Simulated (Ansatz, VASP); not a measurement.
**Two plane-wave programs on P**

Contents of POSCAR:

```
P
1.0
    4.3797274788      0.0000000000      0.0000000000
    0.0000000000      4.3797274788      0.0000000000
    0.0000000000      0.0000000000      4.1591000000
P
1
Direct
    0.0000000000      0.0000000000      0.0000000000
```

The input INCAR.step1:

```
SYSTEM = P
ALGO = Normal
EDIFF = 1E-4
ENCUT = 520
GGA = PE
ISMEAR = 0
LASPH = .True.
LCHARG = .False.
LREAL = .False.
LWAVE = .True.
NBANDS = 8
NELM = 80
PREC = Accurate
SIGMA = 0.15
```

Contents of INCAR.step2:

```
SYSTEM = P
ALGO = Normal
EDIFF = 1E-6
ENCUT = 520
ISIF = 2
ISMEAR = 0
ISTART = 1
LASPH = .True.
LCHARG = .False.
LMIXTAU = .True.
LREAL = .False.
LWAVE = .False.
METAGGA = R2SCAN
NBANDS = 8
NELM = 80
PREC = Accurate
SIGMA = 0.15
```

KPOINTS

```
k-points
0
Gamma
  12 12 12
  0 0 0
```

Input for Ansatz:

```yaml
crystal:
  lattice:
    - [4.3797274788, 0.0, 0.0]
    - [0.0, 4.3797274788, 0.0]
    - [0.0, 0.0, 4.1591]
  atoms:
    - { symbol: P, position: [0.0, 0.0, 0.0] }
basis:
  ecutwfc: 500
kpoints:
  mp_grid: { grid: [12, 12, 12] }
hamiltonian:
  xc: r2scan
scf:
  occupations: { method: gaussian, width: 0.15 }
output:
  forces: true
  stress: true
  eigenvalues: true
```

Change from the starting cell: strain +0.025 along x and y, -0.050 along z, atoms carried along.

Alike in both runs: task single point; functional r2SCAN; k mesh 12 × 12 × 12; occupations gaussian, width 0.15 eV; no spin polarisation.

```csv
,VASP,Ansatz
version,VASP 6.6.1,Ansatz 0.2.0
potentials or method,"VASP PAW PBE potentials, release 64 (P), cutoff 520 eV","scalar-relativistic, plane waves, PAW"
valence electrons in the cell,5,5
```

|  | VASP | Ansatz | Ansatz less VASP |
| --- | --- | --- | --- |
| gap on the k mesh at the Fermi level (eV) | none | none | - |
| pressure (GPa) | -4.0 | -4.0 | +0.01 |
| traceless stress, the component that is largest in VASP (GPa) | -0.57 | -0.58 | -0.001 |

VASP's potentials were made for PBE, not for r2SCAN. A gap of «none» marks a metal or a gap that the smearing closes.
